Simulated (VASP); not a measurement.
Input of a VASP 6.6.1 run:

The input INCAR:

```
SYSTEM = Ta2N
  ALGO = Normal
  EDIFF = 1E-7
  ENCUT = 520
  ISIF = 2
  ISMEAR = 0
  LASPH = .True.
  LCHARG = .True.
  LELF = .True.
  LREAL = .False.
  LVHAR = .True.
  LWAVE = .False.
  NBANDS = 50
  NELM = 80
  PREC = Accurate
  SIGMA = 0.15
```

The input KPOINTS:

```
k-points
0
Gamma
  9 9 8
  0 0 0
```

POSCAR

```
Ta2N
1.0
    5.3763138840      0.0000000000      0.0000000000
   -2.6881569420      4.6560244023      0.0000000000
    0.0000000000      0.0000000000      4.6193288891
Ta N
6 3
Direct
    0.6191173904      0.6191173904      0.7526041962
    0.0000000000      0.3808826096      0.7526041962
    0.3808826096      0.0000000000      0.7526041962
    0.3808826096      0.3808826096      0.2473958038
    0.0000000000      0.6191173904      0.2473958038
    0.6191173904      0.0000000000      0.2473958038
    0.6666666667      0.3333333333      0.5000000000
    0.3333333333      0.6666666667      0.5000000000
    0.0000000000      0.0000000000      0.0000000000
```

Potentials or basis: VASP PAW LDA potentials, release 64 (Ta_pv, N).

The run is started by

```console
$ cat potpaw_LDA.64/Ta_pv/POTCAR potpaw_LDA.64/N/POTCAR > POTCAR
$ mpirun -np 1 vasp_std > vasp.out
```

Task: Predict the band gap on the k mesh.

Result: Zero (an odd number of electrons rules out a gap without spin polarisation).

Task: What does it give for the largest force?

Result: 6.356 eV/Å.

Task: Estimate the pressure.

Result: 21.0 GPa.

Stress tensor (GPa, compression positive):
```
13.27  0.00  0.00
 0.00 13.27  0.00
 0.00  0.00 36.54
```

Caveat: the cell stands under pressure; spin-orbit coupling is left out, which moves the levels of the heavy elements; forces of over 1 eV/Å act on the atoms, so gaps and moduli don't describe the material at rest.
